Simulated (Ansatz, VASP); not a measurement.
Two plane-wave programs on Ga

```
CELL_PARAMETERS angstrom
-1.73022 1.73022 1.73022
1.73022 -1.73022 1.73022
1.73022 1.73022 -1.73022
ATOMIC_POSITIONS crystal
Ga 0.00000 0.00000 0.00000
```

Alike in both runs: task single point; functional PBE; k mesh 21 × 21 × 21; occupations fermi-dirac, width 0.1 eV; no spin polarisation.

|  | VASP | Ansatz |
| --- | --- | --- |
| version | VASP 6.6.1 | Ansatz 0.2.0 |
| potentials or method | VASP PAW PBE potentials, release 64 (Ga_d), cutoff 520 eV | plane waves (420 eV) with PAW, scalar-relativistic |
| valence electrons in the cell | 13 | 13 |

```tsv
	VASP	Ansatz	Ansatz less VASP
pressure (GPa)	-3.0	-3.0	-0.03
```

With one functional, cell and mesh, what is left measures potentials, basis and numerics.
